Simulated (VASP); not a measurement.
# Ga in VASP: further runs, part 2 of 2

VASP 6.6.1.

**4. Single point, PBE**

This run uses another cell than the first one, of 102.95 Å³/atom, 1.680 times its volume.

Input file INCAR:

```
SYSTEM = Ga
PREC = Accurate
ENCUT = 520
EDIFF = 1E-6
ISMEAR = 0
SIGMA = 0.1
LREAL = .False.
LASPH = .True.
NELM = 100
ALGO = Normal
ISIF = 2
LWAVE = .False.
LCHARG = .True.
LDIPOL = .True.
IDIPOL = 3
DIPOL = 0.5 0.5 0.291
GGA = PE
LELF = .True.
LVHAR = .True.
LVACPOTAV = .True.
NBANDS = 20
```

Input file KPOINTS:

```
Automatic mesh
0
Gamma
  6 6 1
  0 0 0
```

Input file POSCAR:

```
Ga
1.0
    2.8547818243      0.0000002856      0.0000000000
   -1.4273911595      2.4723134393      0.0000000000
    0.0000000000      0.0000000000     29.1724358800
Ga
2
Direct
    0.0000000000      0.0000000000      0.3360269369
    0.0000000000      0.0000000000      0.2467149387
```

Potentials or basis: VASP PAW PBE potentials, release 64 (Ga_d).

Launch:

```
cat potpaw_PBE.64/Ga_d/POTCAR > POTCAR
mpirun -np 1 vasp_std > vasp.out
```

OUTCAR:

```text
SYSTEM = Ga
   PREC = Accurate
   ENCUT = 520
   EDIFF = 1E-6
   ISMEAR = 0
   LREAL = .False.
   LASPH = .True.
   NELM = 100
   ISIF = 2
   GGA = PE

 ion  position               nearest neighbor table
   1  0.000  0.000  0.336-   2 2.61
   2  0.000  0.000  0.247-   1 2.61

  LATTYP: Found a hexagonal cell.
 ALAT       =     2.8547818243
 C/A-ratio  =    10.2187969783

  Lattice vectors:

[... 336 lines left out ...]

  FORCE on cell =-STRESS in cart. coord.  units (eV):
  Direction    XX          YY          ZZ          XY          YZ          ZX
  --------------------------------------------------------------------------------------
  -------------------------------------------------------------------------------------
  Total       -0.0125992     -0.0125992     -0.0199657      0.0000000      0.0000000      0.0000000
  in kB       -0.0980401     -0.0980401     -0.1553624      0.0000000      0.0000000      0.0000000
  external PRESSURE =      -0.1171475 kB  Pullay stress =       0.0000000 kB

 VOLUME and BASIS-vectors are now :
 -----------------------------------------------------------------------------
  energy-cutoff  :      520.00
  volume of cell :      205.90
      direct lattice vectors                 reciprocal lattice vectors
     2.854781824  0.000000286  0.000000000     0.350289445  0.202239752  0.000000000
    -1.427391159  2.472313439  0.000000000    -0.000000040  0.404479435  0.000000000
     0.000000000  0.000000000 29.172435880     0.000000000  0.000000000  0.034278934

 POSITION                                       TOTAL-FORCE (eV/Angst)
 -----------------------------------------------------------------------------------
      0.00000      0.00000      9.80272        -0.000000     -0.000000     -0.007395
      0.00000      0.00000      7.19728         0.000000      0.000000      0.007395
 -----------------------------------------------------------------------------------
    total drift:                                0.000000      0.000000      0.000017

  FREE ENERGIE OF THE ION-ELECTRON SYSTEM (eV)
  ---------------------------------------------------
  free  energy   TOTEN  =        -5.4677983378 eV

  energy  without entropy=       -5.4619068016  energy(sigma->0) =       -5.46485257

 vacuum level on the upper side and lower side of the slab         1.762         1.762
```

OSZICAR:

```text
N       E                     dE             d eps       ncg     rms          rms(c)
DAV:   1     0.125029014178E+03    0.12503E+03   -0.12557E+04   320   0.125E+03
DAV:   2     0.423827315034E+01   -0.12079E+03   -0.11494E+03   328   0.265E+02
DAV:   3    -0.536342356186E+01   -0.96017E+01   -0.95749E+01   320   0.836E+01
[... 12 lines left out ...]
DAV:  16    -0.546777318463E+01   -0.47471E-04   -0.52858E-06   228   0.112E-02    0.720E-04
DAV:  17    -0.546778484062E+01   -0.11656E-04   -0.47408E-07   268   0.302E-03    0.543E-04
DAV:  18    -0.546779598406E+01   -0.11143E-04   -0.10309E-06   228   0.294E-03    0.246E-04
DAV:  19    -0.546779757667E+01   -0.15926E-05   -0.38326E-08   252   0.132E-03    0.155E-04
DAV:  20    -0.546779833776E+01   -0.76109E-06   -0.18085E-08   220   0.960E-04
   1 F= -.54677983E+01 E0= -.54648526E+01  d E =-.589154E-02
```

stdout:

```text
POSCAR found type information on POSCAR Ga
 POSCAR found :  1 types and       2 ions
 scaLAPACK will be used
 LDA part: xc-table for (Slater+PW92), standard interpolation
 POSCAR, INCAR and KPOINTS ok, starting setup
 FFT: planning ... GRIDC
 FFT: planning ... GRID_SOFT
 FFT: planning ... GRID
 WAVECAR not read
 entering main loop
 -----------------------------------------------------------------------------
|                                                                             |
|           W    W    AA    RRRRR   N    N  II  N    N   GGGG   !!!           |
|           W    W   A  A   R    R  NN   N  II  NN   N  G    G  !!!           |
|           W    W  A    A  R    R  N N  N  II  N N  N  G       !!!           |
|           W WW W  AAAAAA  RRRRR   N  N N  II  N  N N  G  GGG   !            |
|           WW  WW  A    A  R   R   N   NN  II  N   NN  G    G                |
|           W    W  A    A  R    R  N    N  II  N    N   GGGG   !!!           |
|                                                                             |
|     Did not find any points to average over, which means that no vacuum     |
|     field-free region was found. Please increase the size of  your cell     |
|     in the dimension of the dipole correction to obtain accurate            |
|     workfunction values.                                                    |
|                                                                             |
 -----------------------------------------------------------------------------
```

Wall time 87 s (1 thread of AMD EPYC 7R13, shared host); peak memory 0.31 GiB.

What came out:

```yaml
Free_energy: -5.4678 eV
Largest_force: 0.007 eV/Å
Band_gap_on_the_k_mesh: zero (band 13 reaches -2.33 eV, above the bottom of band 14 at -3.75 eV)
```

Forces in eV/Å, atoms in the order of the input:
```
Ga   0.000  0.000 -0.007
Ga   0.000  0.000  0.007
```

Caveat: the k points lie up to 0.42 Å⁻¹ apart.

**5. Single point, PBE**

This run uses another cell than the first one, of 100.08 Å³/atom, 1.633 times its volume.

Input file INCAR:

```
ALGO     = Normal         # electronic algorithm
DIPOL    = 0.5 0.5 0.291
EDIFF    = 1E-6           # SCF threshold, eV
ENCUT    = 520            # plane-wave cutoff, eV
GGA      = PE             # functional
IDIPOL   = 3            
ISIF     = 2              # what is computed and relaxed
ISMEAR   = 0              # smearing method
LASPH    = True           # aspherical terms in the spheres
LCHARG   = False          # write CHGCAR
LDIPOL   = True         
LREAL    = False          # projectors in reciprocal space
LWAVE    = False          # write WAVECAR
NBANDS   = 20             # bands
NELM     = 60             # most SCF steps
PREC     = Accurate       # precision mode
SIGMA    = 0.1            # smearing width, eV
```

Input file KPOINTS:

```
k-points
0
Gamma
  24 24 1
```

Input file POSCAR:

```
Ga
1.0
    2.8147868138      0.0000002816      0.0000000000
   -1.4073936508      2.4376767462      0.0000000000
    0.0000000000      0.0000000000     29.1724358800
Ga
2
Direct
    0.0000000000      0.0000000000      0.3378198591
    0.0000000000      0.0000000000      0.2449220165
```

Launch:

```
cat potpaw_PBE.64/Ga_d/POTCAR > POTCAR
mpirun -np 1 vasp_std > vasp.out
```

It took 8.5 min on 1 thread of AMD EPYC 7R13, shared host; peak memory 0.43 GiB.

Results (log left out):

```
Free energy            : -5.4358 eV
Largest force          : 0.009 eV/Å
Band gap on the k mesh : zero (band 13 reaches -1.47 eV, above the bottom of band 14 at -3.90 eV)
```

Forces on the atoms (eV/Å):
```
Ga   0.000  0.000  0.009
Ga   0.000  0.000 -0.009
```

Levels at points of the mesh, in eV from the Fermi level:
| k point | band 10 | band 11 | band 12 | band 13 | band 14 | band 15 | band 16 | band 17 |
| --- | --- | --- | --- | --- | --- | --- | --- | --- |
| (0.00, 0.00, 0.00) | -14.64 | -10.29 | -8.15 | -2.75 | 1.28 | 3.61 | 4.10 | 4.15 |
| (0.50, 0.00, 0.00) | -14.54 | -4.19 | -3.29 | -1.88 | -1.63 | 2.35 | 5.77 | 6.98 |

**6. Overview**

| cell | k mesh | gap on the mesh (eV) | largest force (eV/Å) |
| --- | --- | --- | --- |
| a = 2.885, b = 2.885, c = 17.000 Å, angles 90.0, 90.0, 120.0°, 2 atoms | 6 × 6 × 1 | none | 0.28 |
| a = 2.855, b = 2.855, c = 29.172 Å, angles 90.0, 90.0, 120.0°, 2 atoms | 6 × 6 × 1 | none | 0.01 |
| a = 2.815, b = 2.815, c = 29.172 Å, angles 90.0, 90.0, 120.0°, 2 atoms | 24 × 24 × 1 | none | 0.01 |

Alike in all rows: task single point; level PBE; potentials or basis VASP PAW PBE potentials, release 64 (Ga_d); no spin polarisation; cutoff (eV) 520; smearing gaussian 0.1 eV.

Caveats: some runs use coarse meshes.

Absolute energies hang on the potentials; compare differences alone.
